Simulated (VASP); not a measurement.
**Mo: single point with PBE**

The system is Mo.

```xyz
2
Lattice="0.0000 2.8451 2.8451 2.8451 0.0000 2.8451 2.8451 2.8451 0.0000" Properties=species:S:1:pos:R:3 pbc="T T T"
Mo    0.7113    0.7113    0.7113
Mo    4.9790    4.9790    4.9790
```

```yaml
Program: VASP 6.6.1
Task: single point
Functional: PBE
Potentials_or_basis: VASP PAW PBE potentials, release 64 (Mo_sv)
Cutoff: 520 eV
k_mesh: 16 × 16 × 16
Occupations: fermi-dirac, width 0.1 eV
Spin: no spin polarisation
Dipole_correction: no
Further_INCAR_settings: ALGO = Normal; EDIFF = 1e-06; NBANDS = 21
```

```json
{"Pressure": "0.4 GPa", "Band gap on the k mesh": "zero (band 14 reaches 7.13 eV, above the bottom of band 15 at 6.59 eV)"}
```

Levels at points of the mesh, in eV from the Fermi level:
| k point | band 12 | band 13 | band 14 | band 15 | band 16 | band 17 |
| --- | --- | --- | --- | --- | --- | --- |
| (0.00, 0.00, 0.00) | -1.32 | -1.32 | -1.32 | 1.32 | 1.32 | 1.32 |
| (0.50, 0.00, 0.00) | -1.93 | -1.57 | -1.57 | 0.36 | 2.29 | 2.29 |
| (0.50, 0.50, 0.00) | -1.52 | -0.02 | -0.02 | 0.59 | 0.59 | 3.95 |

Wall time 65 s on 1 thread of Intel(R) Xeon(R) Platinum 8488C (Sapphire Rapids), with other jobs on the host, peak memory 0.25 GiB.
